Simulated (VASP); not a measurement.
Write the native input for VASP 6.6.1 that does the following.

| Item | Value |
| --- | --- |
| Task | single point |
| Functional | PBE |
| Potentials or basis | VASP PAW PBE potentials, release 64 (Hf_pv, N) |
| Cutoff | 520 eV |
| k mesh | 12 × 12 × 6 |
| Occupations | gaussian, width 0.05 eV |
| Spin | no spin polarisation |
| Dipole correction | no |
| Further INCAR settings | ALGO = Normal; EDIFF = 1e-06; NBANDS = 23 |

The structure of HfN lies in POSCAR:

```
HfN
1.0
    3.1339080219      0.0000000000      0.0000000000
   -1.5669540110      2.7140439601      0.0000000000
    0.0000000000      0.0000000000      5.4167677200
Hf N
2 2
Direct
    0.6666666700      0.3333333300      0.7500000000
    0.3333333300      0.6666666700      0.2500000000
    0.0000000000      0.0000000000      0.0000000000
    0.0000000000      0.0000000000      0.5000000000
```

These files were run (other wordings do the same):

INCAR

```
ALGO = Normal
EDIFF = 1E-6
ENCUT = 520
GGA = PE
ISIF = 2
ISMEAR = 0
LASPH = T
LCHARG = F
LREAL = F
LWAVE = F
NBANDS = 23
NELM = 100
PREC = Accurate
SIGMA = 0.05
```

KPOINTS

```
k-points
0
Gamma
  12 12 6
```

Potentials or basis: VASP PAW PBE potentials, release 64 (Hf_pv, N).

Run with:

```sh
$ cat potpaw_PBE.64/Hf_pv/POTCAR potpaw_PBE.64/N/POTCAR > POTCAR
$ mpirun -np 1 vasp_std > vasp.out
```

Results of the run:

```json
{
 "Pressure": "3.9 GPa",
 "Band gap on the k mesh": "zero (bands 15 and 16 overlap by 2.30 eV)"
}
```

Caveat: the cell stands under pressure; spin-orbit coupling is left out, which moves the levels of the heavy elements.

Run time: 71 s on 1 thread of Intel Xeon 8259CL (shared host), peak memory 0.21 GiB.
